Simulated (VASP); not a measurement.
# Se (Im-3m) in VASP: a series of runs, part 2 of 2

VASP 6.6.1. The steps go on from the part before.

**3. Single point, PBEsol**

File INCAR:

```
SYSTEM = Se
PREC = Accurate
ENCUT = 520
EDIFF = 1E-6
ISMEAR = 0
SIGMA = 0.1
LREAL = .FALSE.
LASPH = .TRUE.
NELM = 100
ALGO = Normal
ISIF = 2
LWAVE = .FALSE.
LCHARG = .FALSE.
GGA = PS
NBANDS = 9
```

File KPOINTS:

```
regular mesh
0
G
  30 30 30
  0 0 0
```

File POSCAR:

```
Se
1.0
   -1.4137345142      1.4137345142      1.4137345142
    1.4137345142     -1.4137345142      1.4137345142
    1.4137345142      1.4137345142     -1.4137345142
Se
1
Direct
    0.0000000000      0.0000000000      0.0000000000
```

Potentials or basis: VASP PAW PBE potentials, release 64 (Se).

On the command line:

```
$ cat potpaw_PBE.64/Se/POTCAR > POTCAR
$ mpirun -np 1 vasp_std > vasp.out
```

OUTCAR:

```text
SYSTEM = Se
   PREC = Accurate
   ENCUT = 520
   EDIFF = 1E-6
   ISMEAR = 0
   LREAL = .FALSE.
   LASPH = .TRUE.
   NELM = 100
   ISIF = 2
   GGA = PS

 ion  position               nearest neighbor table
   1  0.000  0.000  0.000-

  LATTYP: Found a body centered cubic cell.
 ALAT       =     2.8274690284

  Lattice vectors:

 A1 = (  -1.4137345142,   1.4137345142,   1.4137345142)
 A2 = (   1.4137345142,  -1.4137345142,   1.4137345142)
 A3 = (   1.4137345142,   1.4137345142,  -1.4137345142)

Analysis of symmetry for initial positions (statically):
=====================================================================
 Subroutine PRICEL returns:
 Original cell was already a primitive cell.

 Routine SETGRP: Setting up the symmetry group for a
 body centered cubic supercell.

 Subroutine GETGRP returns: Found 48 space group operations
 (whereof 48 operations were pure point group operations)
 out of a pool of 48 trial point group operations.

The static configuration has the point symmetry O_h .

Analysis of symmetry for dynamics (positions and initial velocities):
=====================================================================
 Subroutine PRICEL returns:
 Original cell was already a primitive cell.

 Routine SETGRP: Setting up the symmetry group for a
 body centered cubic supercell.

 Subroutine GETGRP returns: Found 48 space group operations
 (whereof 48 operations were pure point group operations)
 out of a pool of 48 trial point group operations.

The dynamic configuration has the point symmetry O_h .

 Subroutine INISYM returns: Found 48 space group operations
 (whereof 48 operations are pure point group operations),
 and found     1 'primitive' translations

[... 103 lines left out ...]
   NELECT =       6.0000    total number of electrons
   NUPDOWN=      -1.0000    fix difference up-down
   EMIN   =  10.00;   EMAX   =-10.00  energy-range for DOS
   EFERMI =   0.00;   METHOD = LEGACY
   ISMEAR =     0;   SIGMA  =   0.10  broadening in eV -4-tet -1-fermi 0-gaus
   EFERMI_NEDOS =   21; number of points for ismear=-14 and -15
   IALGO  =     38    algorithm
   IMIX   =      4    mixing-type and parameters
     AMIX     =   0.40;   BMIX     =  1.00
     AMIX_MAG =   1.60;   BMIX_MAG =  1.00
  volume/ion in A,a.u.               =      11.30        76.27
  Fermi-wavevector in a.u.,A,eV,Ry     =   1.325574  2.504972 23.907437  1.757147
  Thomas-Fermi vector in A             =   2.455025
   LORBIT       =      0    0 simple, 1 ext, 2 COOP (PROOUT), +10 PAW based schemes
   GGA     = PS    functional components
   LHFCALC =     F    Hartree Fock is set to
   AEXX    =    0.0000 exact exchange contribution
   IVDW    =     0    specifies the selected vdW correction
   LEPSILON=     F    determine dielectric tensor
   LRPA    =     F    only Hartree local field effects (RPA)
 non-spin polarized calculation
 Gauss-broadening in eV      SIGMA  =   0.10
  energy-cutoff  :      520.00
  volume of cell :       11.30
 maximum number of plane-waves:       321
   NGX =  9   NGY =  9   NGZ =  9

 number of electron       6.0000000 magnetization

 Free energy of the ion-electron system (eV)
  ---------------------------------------------------
  ext. energy  EPLUGINS =         0.00000000
  ---------------------------------------------------
  free energy    TOTEN  =        -1.07854004 eV

  energy without entropy =       -1.07664415  energy(sigma->0) =       -1.07759209

 E-fermi :  14.8624     XC(G=0): -13.5223

 val. band max:       14.8588735402   @ k =  -0.2333   0.2667   0.1333
 cond. band min:      14.8682722035   @ k =  -0.3667   0.4667   0.2333
 fundamental gap:      0.0093986633
 Fermi energy:        14.8623905709

 k-point     1 :       0.0000    0.0000    0.0000
  band No.  band energies     occupation
      1      -8.8747      2.00000
      2      22.1985      0.00000
      3      22.1985      0.00000
      4      22.1985      0.00000
      5      28.8100      0.00000
      6      28.8100      0.00000
      7      28.8100      0.00000
      8      32.5447      0.00000
      9      32.5447      0.00000
[... 265 lines left out ...]
 k-point    24 :       0.2667    0.0333   -0.0000
  band No.  band energies     occupation
      1      -5.8594      2.00000
      2      10.2748      2.00000
      3      16.8723      0.00000
      4      19.6485      0.00000
      5      23.9655      0.00000
      6      24.5689      0.00000
      7      31.5884      0.00000
      8      34.2522      0.00000
      9      38.7126      0.00000

 [... further k-points ...]
[... 5 lines left out ...]
  --------------------------------------------------------------------------------------
  -------------------------------------------------------------------------------------
  Total       10.6250988     10.6250988     10.6250988     -0.0000000     -0.0000000      0.0000000
  in kB     1506.1907793   1506.1907793   1506.1907793     -0.0000000     -0.0000000      0.0000000
  external PRESSURE =    1506.1907793 kB  Pullay stress =       0.0000000 kB

 VOLUME and BASIS-vectors are now :
 -----------------------------------------------------------------------------
  energy-cutoff  :      520.00
  volume of cell :       11.30
      direct lattice vectors                 reciprocal lattice vectors
    -1.413734514  1.413734514  1.413734514     0.000000000  0.353673193  0.353673193
     1.413734514 -1.413734514  1.413734514     0.353673193  0.000000000  0.353673193
     1.413734514  1.413734514 -1.413734514     0.353673193  0.353673193  0.000000000

 POSITION                                       TOTAL-FORCE (eV/Angst)
 -----------------------------------------------------------------------------------
      0.00000      0.00000      0.00000        -0.000000      0.000000      0.000000
 -----------------------------------------------------------------------------------
    total drift:                                0.000000     -0.000000      0.000000

  FREE ENERGIE OF THE ION-ELECTRON SYSTEM (eV)
  ---------------------------------------------------
  free  energy   TOTEN  =        -1.0785400397 eV

  energy  without entropy=       -1.0766441450  energy(sigma->0) =       -1.07759209
```

OSZICAR:

```text
N       E                     dE             d eps       ncg     rms          rms(c)
DAV:   1     0.101915886007E+02    0.10192E+02   -0.34344E+03 13931   0.614E+02
DAV:   2    -0.947620491519E+00   -0.11139E+02   -0.10668E+02 18886   0.821E+01
DAV:   3    -0.110765712907E+01   -0.16004E+00   -0.15962E+00 16121   0.832E+00
DAV:   4    -0.110778109121E+01   -0.12396E-03   -0.12395E-03 18145   0.236E-01
DAV:   5    -0.110778111427E+01   -0.23064E-07   -0.22997E-07 15603   0.294E-03    0.106E+01
DAV:   6    -0.108868801618E+01    0.19093E-01   -0.22101E-03 16566   0.314E-01    0.638E+00
DAV:   7    -0.107859073332E+01    0.10097E-01   -0.39727E-03 16872   0.450E-01    0.629E-02
DAV:   8    -0.107854255416E+01    0.48179E-04   -0.66250E-05 15147   0.519E-02    0.161E-02
DAV:   9    -0.107854028540E+01    0.22688E-05   -0.48169E-06 17820   0.132E-02    0.418E-03
DAV:  10    -0.107854003975E+01    0.24565E-06   -0.29602E-08  8067   0.168E-03
   1 F= -.10785400E+01 E0= -.10775921E+01  d E =-.189589E-02
```

Run time: 36 s. Hardware: 1 thread of Intel Xeon Platinum 8488C (Sapphire Rapids), shared host; peak memory 0.18 GiB.

What came out:

| Item | Value |
| --- | --- |
| Free energy | -1.0785 eV |
| Pressure | 150.6 GPa |
| Band gap on the k mesh | zero (band 3 reaches 22.20 eV, above the bottom of band 4 at 7.24 eV) |

Caveat: the PAW data sets were made with another functional, which shifts forces and pressure a little.

**4. Relaxation of cell and atoms, PBEsol, target pressure 148 GPa, at which the enthalpy is minimised**

File INCAR:

```
PREC = Accurate
ENCUT = 600
EDIFF = 1E-6
ISMEAR = 0
SIGMA = 0.1
LREAL = F
LASPH = T
NELM = 100
ALGO = Normal
ISIF = 3
LWAVE = F
LCHARG = F
GGA = PS
IBRION = 2
NSW = 100
EDIFFG = -0.002
PSTRESS = 1480.0
```

File KPOINTS:

```
Automatic mesh
0
Gamma
  30 30 30
```

File POSCAR:

```
Se
1.0
   -1.4133917045      1.4133917045      1.4133917045
    1.4133917045     -1.4133917045      1.4133917045
    1.4133917045      1.4133917045     -1.4133917045
Se
1
Direct
    0.0000000000      0.0000000000      0.0000000000
```

On the command line:

```
$ cat potpaw_PBE.64/Se/POTCAR > POTCAR
$ mpirun -np 1 vasp_std > vasp.out
```

It took 63 s on 1 thread of Intel Xeon Platinum 8488C (Sapphire Rapids), shared host; peak memory 0.19 GiB.

The run converged. Its results:

```yaml
Free_energy: -1.1245 eV
Relaxed_volume: 11.35 Å³/atom
Relaxed_cell: a = 2.452 Å, b = 2.452 Å, c = 2.452 Å, α = 109.47°, β = 109.47°, γ = 109.47°
Space_group_after_relaxing_to_0.05_Å: Im-3m (No. 229)
Energy_change_on_relaxing_the_enthalpy_is_what_falls: -53.4 meV/atom
Ionic_steps: 3
Pressure_after_relaxing: 148.0 GPa
Band_gap_on_the_k_mesh: zero (band 3 reaches 22.06 eV, above the bottom of band 4 at 7.19 eV)
```

Step by step:
| step | energy change (eV) | largest force (eV/Å) | pressure (GPa) | volume (Å³) |
| --- | --- | --- | --- | --- |
| 1 | 0.0000 | 0.0000 | 151.05 | 11.29 |
| 2 | -0.3141 | 0.0000 | 132.94 | 11.65 |
| 3 | -0.0534 | 0.0000 | 147.97 | 11.35 |

Final structure:
```xyz
1
Lattice="-1.4158 1.4158 1.4158 1.4158 -1.4158 1.4158 1.4158 1.4158 -1.4158" Properties=species:S:1:pos:R:3 pbc="T T T"
Se    0.0000    0.0000    0.0000
```

Levels at points of the mesh, in eV from the Fermi level:
```csv
k point,band 1,band 2,band 3,band 4,band 5,band 6,band 7
"(0.00, 0.00, 0.00)",-23.66,7.29,7.29,7.29,13.93,13.93,13.93
"(0.50, 0.00, 0.00)",-15.48,-13.02,0.44,3.88,7.28,7.93,21.78
"(0.50, 0.50, 0.50)",-8.04,-6.32,-6.32,-6.32,0.35,0.35,29.96
```

Caveat: the cell is relaxed towards a set pressure, so the enthalpy falls and the energy may rise; the PAW data sets were made with another functional, which shifts forces and pressure a little.

**5. Summary**

| task | cell | k mesh | cutoff (eV) | gap on the mesh (eV) | pressure (GPa) |
| --- | --- | --- | --- | --- | --- |
| single point | a = 2.448 Å, angles 109.5°, 1 atom | 24 × 24 × 24 | 520 | none | 150.6 |
| single point | a = 2.449 Å, angles 109.5°, 1 atom | 30 × 30 × 30 | 520 | none | 150.6 |
| relaxation of cell and atoms | relaxed to 148 GPa from a = 2.448 Å, angles 109.5°, 1 atom | 30 × 30 × 30 | 600 | none | 148.0 |

Alike in all rows: level PBEsol; potentials or basis VASP PAW PBE potentials, release 64 (Se); no spin polarisation; smearing gaussian 0.1 eV.

Caveats: the PAW data sets were made with another functional, which shifts forces and pressure a little; the cell is relaxed towards a set pressure, so the enthalpy falls and the energy may rise (some runs).

Absolute energies hang on the potentials; compare differences alone.
